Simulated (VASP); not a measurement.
# SrCo3 in VASP: notebook

The runs below take SrCo3 through single point, with PBE.

Everything below comes from runs of VASP 6.6.1. Logs are shortened: lines on timing, memory, paths and dates and some standing lists are left out, and cuts for length are marked.

## 1. The cell of the first run

It takes space group Pm-3m (No. 221, cubic). Conventional cell: a = 3.953 Å, b = 3.953 Å, c = 3.953 Å, α = 90.00°, β = 90.00°, γ = 90.00°. Sr (site symmetry m-3m) has 12 Co at 2.79 Å within 3.7 Å. Within 3.7 Å of Co (site symmetry 4/mmm) lie 4 Sr at 2.79 Å and 8 Co at 2.79 Å.

## 2. Single point, PBE, collinear spin, ferromagnetic start (15.44 Å³/atom)

File INCAR:

```
SYSTEM = SrCo3
PREC = Accurate
ENCUT = 520
EDIFF = 1E-6
ISMEAR = 0
SIGMA = 0.05
LREAL = .FALSE.
LASPH = .TRUE.
NELM = 150
ALGO = Normal
ISIF = 2
LWAVE = .FALSE.
LCHARG = .FALSE.
ISPIN = 2
MAGMOM = 0 1.66 1.66 1.66
LORBIT = 11
LMAXMIX = 4
GGA = PE
NBANDS = 30
```

File KPOINTS:

```
Automatic mesh
0
G
  8 8 8
  0 0 0
```

File POSCAR:

```
SrCo3
1.0
    3.9526744344      0.0000000000      0.0000000000
    0.0000000000      3.9526744344      0.0000000000
    0.0000000000      0.0000000000      3.9526744344
Sr Co
1 3
Direct
    0.0000000000      0.0000000000      0.0000000000
    0.0000000000      0.5000000000      0.5000000000
    0.5000000000      0.5000000000      0.0000000000
    0.5000000000      0.0000000000      0.5000000000
```

Potentials or basis: VASP PAW PBE potentials, release 64 (Sr_sv, Co).

Command:

```
$ cat potpaw_PBE.64/Sr_sv/POTCAR potpaw_PBE.64/Co/POTCAR > POTCAR
$ mpirun -np 1 vasp_std > vasp.out
```

OUTCAR:

```text
SYSTEM = SrCo3
   PREC = Accurate
   ENCUT = 520
   EDIFF = 1E-6
   ISMEAR = 0
   LREAL = .FALSE.
   LASPH = .TRUE.
   NELM = 150
   ISIF = 2
   ISPIN = 2
   LORBIT = 11
   GGA = PE

 ion  position               nearest neighbor table
   1  0.000  0.000  0.000-   2 2.79   3 2.79   4 2.79   2 2.79   4 2.79   2 2.79   3 2.79   2 2.79
                             3 2.79   4 2.79   4 2.79   3 2.79
   2  0.000  0.500  0.500-   1 2.79   3 2.79   4 2.79   1 2.79   3 2.79   1 2.79   4 2.79   1 2.79
                             3 2.79   4 2.79   3 2.79   4 2.79
   3  0.500  0.500  0.000-   1 2.79   2 2.79   4 2.79   2 2.79   4 2.79   1 2.79   4 2.79   4 2.79
                             1 2.79   2 2.79   2 2.79   1 2.79
   4  0.500  0.000  0.500-   1 2.79   2 2.79   3 2.79   1 2.79   3 2.79   2 2.79   3 2.79   3 2.79
                             1 2.79   2 2.79   1 2.79   2 2.79

  LATTYP: Found a simple cubic cell.
 ALAT       =     3.9526744344

  Lattice vectors:

 A1 = (   3.9526744344,   0.0000000000,   0.0000000000)
 A2 = (   0.0000000000,   3.9526744344,   0.0000000000)
 A3 = (   0.0000000000,   0.0000000000,   3.9526744344)

Analysis of symmetry for initial positions (statically):
=====================================================================
 Subroutine PRICEL returns:
 Original cell was already a primitive cell.

 Routine SETGRP: Setting up the symmetry group for a
 simple cubic supercell.

 Subroutine GETGRP returns: Found 48 space group operations
 (whereof 48 operations were pure point group operations)
 out of a pool of 48 trial point group operations.

The static configuration has the point symmetry O_h .

Analysis of symmetry for dynamics (positions and initial velocities):
=====================================================================
 Subroutine PRICEL returns:
 Original cell was already a primitive cell.

 Routine SETGRP: Setting up the symmetry group for a
 simple cubic supercell.

 Subroutine GETGRP returns: Found 48 space group operations
 (whereof 48 operations were pure point group operations)
 out of a pool of 48 trial point group operations.

The dynamic configuration has the point symmetry O_h .

Analysis of structural, dynamic, and magnetic symmetry:
=====================================================================
 Subroutine PRICEL returns:
 Original cell was already a primitive cell.

 Routine SETGRP: Setting up the symmetry group for a
 simple cubic supercell.

 Subroutine GETGRP returns: Found 48 space group operations
 (whereof 48 operations were pure point group operations)
 out of a pool of 48 trial point group operations.

The overall configuration has the point symmetry O_h .

 Subroutine INISYM returns: Found 48 space group operations
 (whereof 48 operations are pure point group operations),
 and found     1 'primitive' translations

----------------------------------------------------------------------------------------

                                     Primitive cell

  volume of cell :      61.7551

  direct lattice vectors                    reciprocal lattice vectors
     3.952674434  0.000000000  0.000000000     0.252993262  0.000000000  0.000000000
     0.000000000  3.952674434  0.000000000     0.000000000  0.252993262  0.000000000
     0.000000000  0.000000000  3.952674434     0.000000000  0.000000000  0.252993262

  length of vectors
     3.952674434  3.952674434  3.952674434     0.252993262  0.252993262  0.252993262

  position of ions in fractional coordinates (direct lattice)
     0.000000000  0.000000000  0.000000000
     0.000000000  0.500000000  0.500000000
     0.500000000  0.500000000  0.000000000
     0.500000000  0.000000000  0.500000000

  ion indices of the primitive-cell ions
   primitive index   ion index
                 1           1
                 2           2
                 3           3
                 4           4

----------------------------------------------------------------------------------------

 KPOINTS: Automatic mesh

Automatic generation of k-mesh.
 Grid dimensions read from file:
 generate k-points for:    8    8    8

 Generating k-lattice:

  Cartesian coordinates                     Fractional coordinates (reciprocal lattice)
     0.031624158  0.000000000  0.000000000     0.125000000  0.000000000  0.000000000
     0.000000000  0.031624158  0.000000000     0.000000000  0.125000000  0.000000000
     0.000000000  0.000000000  0.031624158     0.000000000  0.000000000  0.125000000

  Length of vectors
     0.031624158  0.031624158  0.031624158

  Shift w.r.t. Gamma in fractional coordinates (k-lattice)
     0.000000000  0.000000000  0.000000000

 Subroutine IBZKPT returns following result:
 ===========================================

 Found     35 irreducible k-points:

 Following reciprocal coordinates:
            Coordinates               Weight
  0.000000  0.000000  0.000000      1.000000
  0.125000  0.000000  0.000000      6.000000
  0.250000  0.000000  0.000000      6.000000
  0.375000  0.000000  0.000000      6.000000
  0.500000  0.000000  0.000000      3.000000
  0.125000  0.125000  0.000000     12.000000
[... 16 lines left out ...]
  0.375000  0.375000  0.125000     24.000000
  0.500000  0.375000  0.125000     24.000000
 [... further k-points ...]
   k-points           NKPTS =     35   k-points in BZ     NKDIM =     35   number of bands    NBANDS=     30
   number of dos      NEDOS =    301   number of ions     NIONS =      4
   total plane-waves  NPLWV =  27000
   dimension x,y,z NGX =    30 NGY =   30 NGZ =   30
   dimension x,y,z NGXF=    60 NGYF=   60 NGZF=   60
   ions per type =               1   3
   NGX,Y,Z   is equivalent  to a cutoff of  12.62, 12.62, 12.62 a.u.
   NGXF,Y,Z  is equivalent  to a cutoff of  25.24, 25.24, 25.24 a.u.
 SYSTEM =  SrCo3
   PREC   = accura    normal or accurate (medium, high low for compatibility)
   ISTART =      0    job   : 0-new  1-cont  2-samecut
   ICHARG =      2    charge: 1-file 2-atom 10-const
   ISPIN  =      2    spin polarized calculation?
   LNONCOLLINEAR =      F non collinear calculations
   LSORBIT =      F    spin-orbit coupling
   LASPH  =      T    aspherical Exc in radial PAW
   ENCUT  =  520.0 eV  38.22 Ry    6.18 a.u.   7.35  7.35  7.35*2*pi/ulx,y,z
   NELM   =    150;   NELMIN=  2; NELMDL= -5     # of ELM steps
   EDIFF  = 0.1E-05   stopping-criterion for ELM
   LREAL  =      F    real-space projection
   EDIFFG = 0.1E-04   stopping-criterion for IOM
   NSW    =      0    number of steps for IOM
   IBRION =     -1    ionic relax: 0-MD 1-quasi-New 2-CG
   NFREE  =      0    steps in history (QN), initial steepest desc. (CG)
   ISIF   =      2    stress and relaxation
   ISYM   =      2    0-nonsym 1-usesym 2-fastsym
   POTIM  = 0.5000    time-step for ionic-motion
   TEBEG  =    0.0;   TEEND  =   0.0 temperature during run
   PSTRESS=    0.0 pullay stress
   NELECT =      37.0000    total number of electrons
   NUPDOWN=      -1.0000    fix difference up-down
   EMIN   =  10.00;   EMAX   =-10.00  energy-range for DOS
   EFERMI =   0.00;   METHOD = LEGACY
   ISMEAR =     0;   SIGMA  =   0.05  broadening in eV -4-tet -1-fermi 0-gaus
   EFERMI_NEDOS =   21; number of points for ismear=-14 and -15
   IALGO  =     38    algorithm
   IMIX   =      4    mixing-type and parameters
     AMIX     =   0.40;   BMIX     =  1.00
     AMIX_MAG =   1.60;   BMIX_MAG =  1.00
  volume/ion in A,a.u.               =      15.44       104.19
  Fermi-wavevector in a.u.,A,eV,Ry     =   1.380123  2.608054 25.915542  1.904739
  Thomas-Fermi vector in A             =   2.505029
   LORBIT       =     11    0 simple, 1 ext, 2 COOP (PROOUT), +10 PAW based schemes
   GGA     = PE    functional components
   LHFCALC =     F    Hartree Fock is set to
   AEXX    =    0.0000 exact exchange contribution
   IVDW    =     0    specifies the selected vdW correction
   LEPSILON=     F    determine dielectric tensor
   LRPA    =     F    only Hartree local field effects (RPA)
 spin polarized calculation
 Gauss-broadening in eV      SIGMA  =   0.05
  energy-cutoff  :      520.00
  volume of cell :       61.76
 maximum number of plane-waves:      1743
 NGX is ok and might be reduce to    30
   NGX = 15   NGY = 15   NGZ = 15

 number of electron      36.9999981 magnetization       4.0967010

 Free energy of the ion-electron system (eV)
  ---------------------------------------------------
  ext. energy  EPLUGINS =         0.00000000
  ---------------------------------------------------
  free energy    TOTEN  =       -19.20978914 eV

  energy without entropy =      -19.20379831  energy(sigma->0) =      -19.20679373

 E-fermi :   6.5871     XC(G=0): -11.7119

 val. band max:        6.5868761247   @ k =   0.5000   0.5000   0.0000
 cond. band min:       6.6006155825   @ k =   0.3750   0.3750   0.1250
 fundamental gap:      0.0137394579
 Fermi energy:         6.5871294697

 spin component 1

 k-point     1 :       0.0000    0.0000    0.0000
  band No.  band energies     occupation
      1     -26.9190      1.00000
      2      -9.1240      1.00000
      3      -9.1240      1.00000
      4      -9.1240      1.00000
      5       0.2680      1.00000
      6       2.9423      1.00000
[... 781 lines left out ...]
     29      16.6510      0.00000
     30      16.6596      0.00000

 [... further k-points ...]

 spin component 2

 k-point     1 :       0.0000    0.0000    0.0000
  band No.  band energies     occupation
      1     -26.9913      1.00000
      2      -9.2170      1.00000
      3      -9.2170      1.00000
      4      -9.2170      1.00000
      5       0.2925      1.00000
      6       3.8284      1.00000
[... 781 lines left out ...]
     29      16.8470      0.00000
     30      16.9615      0.00000

 [... further k-points ...]

------------------------ aborting loop because EDIFF is reached ----------------------------------------

  FORCE on cell =-STRESS in cart. coord.  units (eV):
  Direction    XX          YY          ZZ          XY          YZ          ZX
  --------------------------------------------------------------------------------------
  -------------------------------------------------------------------------------------
  Total        1.4607754      1.4607754      1.4607754      0.0000000      0.0000000     -0.0000000
  in kB       37.8984023     37.8984023     37.8984023      0.0000000      0.0000000     -0.0000000
  external PRESSURE =      37.8984023 kB  Pullay stress =       0.0000000 kB

 VOLUME and BASIS-vectors are now :
 -----------------------------------------------------------------------------
  energy-cutoff  :      520.00
  volume of cell :       61.76
      direct lattice vectors                 reciprocal lattice vectors
     3.952674434  0.000000000  0.000000000     0.252993262  0.000000000  0.000000000
     0.000000000  3.952674434  0.000000000     0.000000000  0.252993262  0.000000000
     0.000000000  0.000000000  3.952674434     0.000000000  0.000000000  0.252993262

 POSITION                                       TOTAL-FORCE (eV/Angst)
 -----------------------------------------------------------------------------------
      0.00000      0.00000      0.00000         0.000000      0.000000      0.000000
      0.00000      1.97634      1.97634         0.000000      0.000000      0.000000
      1.97634      1.97634      0.00000         0.000000      0.000000      0.000000
      1.97634      0.00000      1.97634         0.000000      0.000000      0.000000
 -----------------------------------------------------------------------------------
    total drift:                                0.000000      0.000000     -0.000000

  FREE ENERGIE OF THE ION-ELECTRON SYSTEM (eV)
  ---------------------------------------------------
  free  energy   TOTEN  =       -19.2097891428 eV

  energy  without entropy=      -19.2037983095  energy(sigma->0) =      -19.20679373

 total charge

# of ion       s       p       d       tot
------------------------------------------
    1        2.080   5.769   0.527   8.376
    2        0.436   0.274   7.303   8.013
    3        0.436   0.274   7.303   8.013
    4        0.436   0.274   7.303   8.013
--------------------------------------------------
tot          3.388   6.591  22.437  32.416

 magnetization (x)

# of ion       s       p       d       tot
------------------------------------------
    1       -0.006  -0.023  -0.087  -0.116
    2       -0.010  -0.018   1.497   1.469
    3       -0.010  -0.018   1.497   1.469
    4       -0.010  -0.018   1.497   1.469
--------------------------------------------------
tot         -0.037  -0.077   4.405   4.291
```

Run time: 62 s. Hardware: 1 thread of Intel Xeon 6975P-C (Granite Rapids), shared host; peak memory 0.24 GiB.

What came out:

- Free energy: -19.2098 eV
- Pressure: 3.8 GPa
- Net moment: 4.10 μB per cell
- Site moments: Sr -0.12; Co +1.47 μB
- Valence electrons inside the program's atomic spheres: Sr 8.38; Co 8.01

Caveat: the cell stands under pressure.

## 3. Single point, PBE, collinear spin, ferromagnetic start (15.76 Å³/atom)

This run uses another cell than the first one, of 15.76 Å³/atom.

File INCAR:

```
PREC = Accurate
ENCUT = 520
EDIFF = 1E-6
ISMEAR = 0
SIGMA = 0.05
LREAL = F
LASPH = T
NELM = 150
ALGO = Fast
ISIF = 2
LWAVE = F
LCHARG = F
ISPIN = 2
MAGMOM = 0 1.67 1.67 1.67
LORBIT = 11
LMAXMIX = 4
GGA = PE
NBANDS = 30
```

File KPOINTS:

```
Automatic mesh
0
Gamma
  8 8 8
```

File POSCAR:

```
SrCo3
1.0
    3.9799351195      0.0000000000      0.0000000000
    0.0000000000      3.9799351195      0.0000000000
    0.0000000000      0.0000000000      3.9799351195
Sr Co
1 3
Direct
    0.0000000000      0.0000000000      0.0000000000
    0.0000000000      0.5000000000      0.5000000000
    0.5000000000      0.5000000000      0.0000000000
    0.5000000000      0.0000000000      0.5000000000
```

Potentials or basis: VASP PAW PBE potentials, release 64 (Sr_sv, Co).

Command:

```
$ cat potpaw_PBE.64/Sr_sv/POTCAR potpaw_PBE.64/Co/POTCAR > POTCAR
$ mpirun -np 1 vasp_std > vasp.out
```

Run time: 73 s. Hardware: 1 thread of Intel Xeon 6975P-C (Granite Rapids), shared host; peak memory 0.25 GiB.

It converged, with:

| Item | Value |
| --- | --- |
| Free energy | -19.2330 eV |
| Pressure | 2.0 GPa |
| Net moment | 4.13 μB per cell |
| Site moments | Sr -0.12; Co +1.48 μB |
| Valence electrons inside the program's atomic spheres | Sr 8.35; Co 7.99 |

Levels at points of the mesh, in eV from the Fermi level:
Spin up:
```
           k point  band 18  band 19  band 20  band 21  band 22  band 23
(0.00, 0.00, 0.00)    -0.61    -0.61    -0.61     3.14     3.14     3.34
(0.50, 0.00, 0.00)    -1.26    -1.07    -1.07    -0.61     2.66     2.66
(0.50, 0.50, 0.00)    -1.44    -1.23    -0.96    -0.28     1.16     1.16
(0.50, 0.50, 0.50)    -0.79    -0.79    -0.39     1.69     1.69     1.69
```
Spin down:
| k point | band 15 | band 16 | band 17 | band 18 | band 19 | band 20 |
| --- | --- | --- | --- | --- | --- | --- |
| (0.00, 0.00, 0.00) | 0.62 | 0.62 | 0.82 | 0.82 | 0.82 | 1.07 |
| (0.50, 0.00, 0.00) | -0.04 | -0.04 | 0.01 | 0.10 | 0.26 | 0.73 |
| (0.50, 0.50, 0.00) | -0.45 | -0.17 | 0.00 | 0.11 | 0.12 | 0.13 |
| (0.50, 0.50, 0.50) | -0.16 | -0.16 | -0.16 | 0.87 | 0.87 | 0.87 |

(Continued in part 2 of 3.)
